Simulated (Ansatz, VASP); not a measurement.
# Two plane-wave programs on Al2Zn

```xyz
3
Lattice="2.7699 0.0000 0.0000 -1.3850 2.3988 0.0000 0.0000 0.0000 6.8261" Properties=species:S:1:pos:R:3 pbc="T T T"
Al    0.0000    1.5992    2.2405
Al    1.3850    0.7996    4.5856
Zn    0.0000    0.0000    0.0000
```

Alike in both runs: functional LDA; k mesh 18 × 18 × 6; occupations gaussian, width 0.1 eV; no spin polarisation.

Ansatz relaxed the structure, and its values are those at the end. VASP's run is a single point on that final structure, the one shown.

|  | VASP | Ansatz |
| --- | --- | --- |
| version | VASP 6.6.1 | Ansatz 0.2.0 |
| potentials or method | VASP PAW LDA potentials, release 64 (Al, Zn), cutoff 520 eV | scalar-relativistic, plane waves, PAW |
| valence electrons in the cell | 18 | 18 |

```tsv
	VASP	Ansatz	Ansatz less VASP
gap on the k mesh at the Fermi level (eV)	none	none	-
pressure (GPa)	0.3	0.0	-0.29
rms of the force components (eV/Å)	0.005	0.000	-0.0047
```

LDA's correlation is that of Perdew and Zunger in VASP and of Perdew and Wang (1992) in Ansatz. A gap of «none» marks a metal or a gap that the smearing closes.
